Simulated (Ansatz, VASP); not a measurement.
# One calculation of BeTe, two programs

```
Be Te
1.0
     0.00000    2.66207    2.66207
     2.66207    0.00000    2.66207
     2.66207    2.66207    0.00000
Be Te
1 1
Cartesian
  0.0000 0.0000 0.0000
  2.6621 2.6621 2.6621
```

Change from the starting cell: volume scaled by 0.98.

Alike in both runs: task single point; functional PBE; k mesh 13 × 13 × 13; occupations fermi-dirac, width 0.05 eV; no spin polarisation.

|  | VASP | Ansatz |
| --- | --- | --- |
| version | VASP 6.6.1 | Ansatz 0.2.0 |
| potentials or method | VASP PAW PBE potentials, release 64 (Be, Te), cutoff 520 eV | all-electron LAPW, scalar-relativistic |

```csv
,VASP,Ansatz,Ansatz less VASP
pressure (GPa),1.5,1.4,-0.06
```

Ansatz ran all-electron here, and VASP with PAW potentials.

Spin-orbit coupling is off throughout.
